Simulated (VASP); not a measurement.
# K (I4/mmm) in VASP: single point with PBE+D3(BJ)

Aim: the single point of K with PBE+D3(BJ).

Program: VASP 6.6.1. These are calculated values, not measurements. Logs are shortened: lines on timing, memory, paths and dates and some standing lists are left out, and cuts for length are marked.

## (1) The cell of the first run

The structure is tetragonal, space group I4/mmm (No. 139). The conventional cell has a = 4.797 Å, b = 4.797 Å, c = 6.512 Å, α = 90.00°, β = 90.00°, γ = 90.00°.

## (2) Single point, PBE+D3(BJ) (strain -0.0400 x Voigt [0, 1, 0, 0, 0, 0])

INCAR reads:

```
PREC     = Accurate       # precision mode
ENCUT    = 520            # plane-wave cutoff, eV
EDIFF    = 1E-6           # SCF threshold, eV
ISMEAR   = 0              # smearing method
SIGMA    = 0.15           # smearing width, eV
LREAL    = False          # projectors in reciprocal space
LASPH    = True           # aspherical terms in the spheres
NELM     = 100            # most SCF steps
ALGO     = Fast           # electronic algorithm
ISIF     = 2              # what is computed and relaxed
LWAVE    = False          # write WAVECAR
LCHARG   = False          # write CHGCAR
GGA      = PE             # functional
IVDW     = 12             # dispersion correction
NBANDS   = 10             # bands
```

KPOINTS reads:

```
regular mesh
0
Gamma
  12 12 12
```

POSCAR reads:

```
K
1.0
    0.0000000000      3.2561979053      3.3918728180
    3.3918728180      0.0000000000      3.3918728180
    3.3918728180      3.2561979053      0.0000000000
K
1
Direct
    0.0000000000      0.0000000000      0.0000000000
```

Potentials or basis: VASP PAW PBE potentials, release 64 (K_sv).

Run with:

```sh
$ cat potpaw_PBE.64/K_sv/POTCAR > POTCAR
$ mpirun -np 1 vasp_std > vasp.out
```

OUTCAR:

```text
PREC = Accurate
   ENCUT = 520
   EDIFF = 1E-6
   ISMEAR = 0
   LREAL = False
   LASPH = True
   NELM = 100
   ISIF = 2
   GGA = PE
   IVDW = 12
 IVDW          = 12

 ion  position               nearest neighbor table
   1  0.000  0.000  0.000-

  LATTYP: Found a body centered tetragonal cell.
 ALAT       =     4.7968325411
 C/A-ratio  =     1.3576450199

  Lattice vectors:

 A1 = (   0.0000000000,  -3.2561979053,   3.3918728180)
 A2 = (   0.0000000000,  -3.2561979053,  -3.3918728180)
 A3 = (   3.3918728180,   3.2561979053,   0.0000000000)

Analysis of symmetry for initial positions (statically):
=====================================================================
 Subroutine PRICEL returns:
 Original cell was already a primitive cell.

 Routine SETGRP: Setting up the symmetry group for a
 body centered tetragonal supercell.

 Subroutine GETGRP returns: Found 16 space group operations
 (whereof 16 operations were pure point group operations)
 out of a pool of 16 trial point group operations.

The static configuration has the point symmetry D_4h.

Analysis of symmetry for dynamics (positions and initial velocities):
=====================================================================
 Subroutine PRICEL returns:
 Original cell was already a primitive cell.

 Routine SETGRP: Setting up the symmetry group for a
 body centered tetragonal supercell.

 Subroutine GETGRP returns: Found 16 space group operations
 (whereof 16 operations were pure point group operations)
 out of a pool of 16 trial point group operations.

The dynamic configuration has the point symmetry D_4h.

 Subroutine INISYM returns: Found 16 space group operations
 (whereof 16 operations are pure point group operations),
 and found     1 'primitive' translations

----------------------------------------------------------------------------------------

                                     Primitive cell

  volume of cell :      74.9238

  direct lattice vectors                    reciprocal lattice vectors
     0.000000000  3.256197905  3.391872818    -0.147411188  0.153553320  0.147411188
     3.391872818  0.000000000  3.391872818     0.147411188 -0.153553320  0.147411188
     3.391872818  3.256197905  0.000000000     0.147411188  0.153553320 -0.147411188

  length of vectors
     4.701874734  4.796832541  4.701874734     0.258918401  0.258918401  0.258918401

  position of ions in fractional coordinates (direct lattice)
     0.000000000  0.000000000  0.000000000

  ion indices of the primitive-cell ions
   primitive index   ion index
                 1           1

----------------------------------------------------------------------------------------

 KPOINTS: regular mesh

Automatic generation of k-mesh.
 Grid dimensions read from file:
 generate k-points for:   12   12   12

 Generating k-lattice:

  Cartesian coordinates                     Fractional coordinates (reciprocal lattice)
    -0.012284266  0.012796110  0.012284266     0.083333333  0.000000000  0.000000000
     0.012284266 -0.012796110  0.012284266     0.000000000  0.083333333  0.000000000
     0.012284266  0.012796110 -0.012284266     0.000000000  0.000000000  0.083333333

  Length of vectors
     0.021576533  0.021576533  0.021576533

  Shift w.r.t. Gamma in fractional coordinates (k-lattice)
     0.000000000  0.000000000  0.000000000

 Subroutine IBZKPT returns following result:
 ===========================================

 Found    163 irreducible k-points:

 Following reciprocal coordinates:
            Coordinates               Weight
  0.000000  0.000000  0.000000      1.000000
  0.083333  0.000000  0.000000      8.000000
  0.166667  0.000000  0.000000      8.000000
  0.250000  0.000000  0.000000      8.000000
  0.333333  0.000000  0.000000      8.000000
  0.416667  0.000000 -0.000000      8.000000
[... 16 lines left out ...]
  0.500000  0.166667 -0.000000     16.000000
 -0.416667  0.166667  0.000000     16.000000
 [... further k-points ...]
   k-points           NKPTS =    163   k-points in BZ     NKDIM =    163   number of bands    NBANDS=     10
   number of dos      NEDOS =    301   number of ions     NIONS =      1
   total plane-waves  NPLWV =  46656
   dimension x,y,z NGX =    36 NGY =   36 NGZ =   36
   dimension x,y,z NGXF=    72 NGYF=   72 NGZF=   72
   ions per type =               1
   NGX,Y,Z   is equivalent  to a cutoff of  12.73, 12.48, 12.73 a.u.
   NGXF,Y,Z  is equivalent  to a cutoff of  25.46, 24.95, 25.46 a.u.
 SYSTEM =  unknown system
   PREC   = accura    normal or accurate (medium, high low for compatibility)
   ISTART =      0    job   : 0-new  1-cont  2-samecut
   ICHARG =      2    charge: 1-file 2-atom 10-const
   ISPIN  =      1    spin polarized calculation?
   LNONCOLLINEAR =      F non collinear calculations
   LSORBIT =      F    spin-orbit coupling
   LASPH  =      T    aspherical Exc in radial PAW
   ENCUT  =  520.0 eV  38.22 Ry    6.18 a.u.   8.74  8.92  8.74*2*pi/ulx,y,z
   NELM   =    100;   NELMIN=  2; NELMDL= -5     # of ELM steps
   EDIFF  = 0.1E-05   stopping-criterion for ELM
   LREAL  =      F    real-space projection
   EDIFFG = 0.1E-04   stopping-criterion for IOM
   NSW    =      0    number of steps for IOM
   IBRION =     -1    ionic relax: 0-MD 1-quasi-New 2-CG
   NFREE  =      0    steps in history (QN), initial steepest desc. (CG)
   ISIF   =      2    stress and relaxation
   ISYM   =      2    0-nonsym 1-usesym 2-fastsym
   POTIM  = 0.5000    time-step for ionic-motion
   TEBEG  =    0.0;   TEEND  =   0.0 temperature during run
   PSTRESS=    0.0 pullay stress
   NELECT =       9.0000    total number of electrons
   NUPDOWN=      -1.0000    fix difference up-down
   EMIN   =  10.00;   EMAX   =-10.00  energy-range for DOS
   EFERMI =   0.00;   METHOD = LEGACY
   ISMEAR =     0;   SIGMA  =   0.15  broadening in eV -4-tet -1-fermi 0-gaus
   EFERMI_NEDOS =   21; number of points for ismear=-14 and -15
   IALGO  =     68    algorithm
   IMIX   =      4    mixing-type and parameters
     AMIX     =   0.40;   BMIX     =  1.00
     AMIX_MAG =   1.60;   BMIX_MAG =  1.00
  volume/ion in A,a.u.               =      74.92       505.61
  Fermi-wavevector in a.u.,A,eV,Ry     =   0.807760  1.526445  8.877479  0.652476
  Thomas-Fermi vector in A             =   1.916439
   LORBIT       =      0    0 simple, 1 ext, 2 COOP (PROOUT), +10 PAW based schemes
   GGA     = PE    functional components
   LHFCALC =     F    Hartree Fock is set to
   AEXX    =    0.0000 exact exchange contribution
   IVDW    =    12    specifies the selected vdW correction
   LEPSILON=     F    determine dielectric tensor
   LRPA    =     F    only Hartree local field effects (RPA)
 non-spin polarized calculation
 RMM-DIIS sequential band-by-band and
 Gauss-broadening in eV      SIGMA  =   0.15
  energy-cutoff  :      520.00
  volume of cell :       74.92
 maximum number of plane-waves:      2038
   NGX = 17   NGY = 17   NGZ = 17

 number of electron       9.0000000 magnetization

 Free energy of the ion-electron system (eV)
  ---------------------------------------------------
  ext. energy  EPLUGINS =         0.00000000
  ---------------------------------------------------
  free energy    TOTEN  =        -1.05226747 eV

  energy without entropy =       -1.04398777  energy(sigma->0) =       -1.04812762

 E-fermi :  -0.1636     XC(G=0):  -5.6064

 val. band max:       -0.1650970583   @ k =   0.4167   0.0000   0.3333
 cond. band min:      -0.1440335275   @ k =  -0.4167   0.0833   0.0000
 fundamental gap:      0.0210635308
 Fermi energy:        -0.1635593536

 k-point     1 :       0.0000    0.0000    0.0000
  band No.  band energies     occupation
      1     -32.3002      2.00000
      2     -15.7518      2.00000
      3     -15.7518      2.00000
      4     -15.7517      2.00000
      5      -2.2911      2.00000
      6       3.9927      0.00000
      7       3.9927      0.00000
      8       4.1262      0.00000
      9       5.1369      0.00000
     10       5.3801      0.00000

 k-point     2 :       0.0833    0.0000    0.0000
  band No.  band energies     occupation
      1     -32.3000      2.00000
      2     -15.7560      2.00000
      3     -15.7525      2.00000
      4     -15.7522      2.00000
      5      -2.2106      2.00000
      6       3.7972      0.00000
      7       4.0200      0.00000
      8       4.1240      0.00000
      9       5.0698      0.00000
     10       5.2970      0.00000

 k-point     3 :       0.1667    0.0000    0.0000
  band No.  band energies     occupation
      1     -32.2994      2.00000
      2     -15.7675      2.00000
      3     -15.7545      2.00000
      4     -15.7534      2.00000
      5      -1.9724      2.00000
      6       3.2564      0.00000
      7       4.0556      0.00000
      8       4.1846      0.00000
      9       4.9828      0.00000
     10       5.1582      0.00000

 k-point     4 :       0.2500    0.0000    0.0000
  band No.  band energies     occupation
      1     -32.2985      2.00000
      2     -15.7831      2.00000
      3     -15.7571      2.00000
      4     -15.7551      2.00000
      5      -1.5865      2.00000
      6       2.5688      0.00000
      7       3.9956      0.00000
      8       4.1803      0.00000
      9       5.0855      0.00000
     10       5.1783      0.00000

 k-point     5 :       0.3333    0.0000    0.0000
  band No.  band energies     occupation
      1     -32.2977      2.00000
      2     -15.7986      2.00000
      3     -15.7597      2.00000
      4     -15.7568      2.00000
      5      -1.0691      2.00000
      6       1.8170      0.00000
      7       3.8607      0.00000
      8       4.0768      0.00000
      9       5.4218      0.00000
     10       5.4610      0.00000

 k-point     6 :       0.4167    0.0000   -0.0000
  band No.  band energies     occupation
      1     -32.2971      2.00000
      2     -15.8099      2.00000
      3     -15.7617      2.00000
      4     -15.7581      2.00000
      5      -0.4443      1.99187
      6       1.0453      0.00000
      7       3.7484      0.00000
      8       3.9732      0.00000
      9       5.7602      0.00000
     10       5.9465      0.00000
[... 183 lines left out ...]
 k-point    21 :       0.3333    0.1667    0.0000
  band No.  band energies     occupation
      1     -32.2978      2.00000
      2     -15.7892      2.00000
      3     -15.7629      2.00000
      4     -15.7616      2.00000
      5      -1.1841      2.00000
      6       2.4110      0.00000
      7       3.3832      0.00000
      8       4.1555      0.00000
      9       4.6398      0.00000
     10       5.7005      0.00000

 k-point    22 :       0.4167    0.1667    0.0000
  band No.  band energies     occupation
      1     -32.2971      2.00000
      2     -15.8004      2.00000
      3     -15.7667      2.00000
      4     -15.7628      2.00000
      5      -0.6426      1.99999
      6       1.7293      0.00000
      7       3.1686      0.00000
      8       4.0925      0.00000
      9       4.9062      0.00000
     10       5.9495      0.00000

 k-point    23 :       0.5000    0.1667   -0.0000
  band No.  band energies     occupation
      1     -32.2966      2.00000
      2     -15.8073      2.00000
      3     -15.7703      2.00000
      4     -15.7628      2.00000
      5      -0.0019      0.12749
      6       1.0028      0.00000
      7       3.0333      0.00000
      8       4.0356      0.00000
      9       5.0689      0.00000
     10       5.9800      0.00000

 k-point    24 :      -0.4167    0.1667    0.0000
  band No.  band energies     occupation
      1     -32.2965      2.00000
      2     -15.8083      2.00000
      3     -15.7722      2.00000
      4     -15.7616      2.00000
      5       0.2775      0.00003
      6       0.7130      0.00000
      7       2.9539      0.00000
      8       4.0338      0.00000
      9       5.2537      0.00000
     10       5.7517      0.00000

 [... further k-points ...]

------------------------ aborting loop because EDIFF is reached ----------------------------------------

 Edisp (eV)   -0.11106

 E8    (eV) :    -0.0599

  FORCE on cell =-STRESS in cart. coord.  units (eV):
  Direction    XX          YY          ZZ          XY          YZ          ZX
  --------------------------------------------------------------------------------------
  -------------------------------------------------------------------------------------
  Total      -0.13954    -0.12862    -0.13954     0.00000     0.00000     0.00000
  in kB      -2.98398    -2.75049    -2.98398     0.00000     0.00000     0.00000
  external pressure =       -2.91 kB  Pullay stress =        0.00 kB

 VOLUME and BASIS-vectors are now :
 -----------------------------------------------------------------------------
  energy-cutoff  :      520.00
  volume of cell :       74.92
      direct lattice vectors                 reciprocal lattice vectors
     0.000000000  3.256197905  3.391872818    -0.147411188  0.153553320  0.147411188
     3.391872818  0.000000000  3.391872818     0.147411188 -0.153553320  0.147411188
     3.391872818  3.256197905  0.000000000     0.147411188  0.153553320 -0.147411188

 POSITION                                       TOTAL-FORCE (eV/Angst)
 -----------------------------------------------------------------------------------
      0.00000      0.00000      0.00000         0.000000      0.000000      0.000000
 -----------------------------------------------------------------------------------
    total drift:                               -0.000000      0.000000      0.000000

  FREE ENERGIE OF THE ION-ELECTRON SYSTEM (eV)
  ---------------------------------------------------
  free  energy   TOTEN  =        -1.1633273418 eV

  energy  without entropy=       -1.1550476420  energy(sigma->0) =       -1.15918749
```

It took 37 s on 1 thread of Intel Xeon 6975P-C (Granite Rapids), shared host; peak memory 0.28 GiB.

What came out:

```yaml
Free_energy: -1.1633 eV
Pressure: -0.3 GPa
Band_gap_on_the_k_mesh: zero (an odd number of electrons rules out a gap without spin polarisation)
Dispersion_energy_per_atom: -0.111 eV
```

Levels at points of the mesh, in eV from the Fermi level:
| k point | band 2 | band 3 | band 4 | band 5 | band 6 | band 7 | band 8 | band 9 |
| --- | --- | --- | --- | --- | --- | --- | --- | --- |
| (0.00, 0.00, 0.00) | -15.59 | -15.59 | -15.59 | -2.13 | 4.16 | 4.16 | 4.29 | 5.30 |
| (0.50, 0.00, 0.00) | -15.65 | -15.60 | -15.59 | 0.33 | 0.55 | 3.87 | 4.10 | 6.05 |
| (0.50, 0.50, 0.00) | -15.65 | -15.61 | -15.61 | 0.87 | 1.27 | 2.39 | 4.94 | 4.98 |
| (0.50, 0.00, 0.50) | -15.65 | -15.61 | -15.61 | 1.02 | 1.56 | 2.26 | 4.68 | 4.68 |

Caveat: the cell differs from its parent crystal (strain -0.0400 x Voigt [0, 1, 0, 0, 0, 0]).
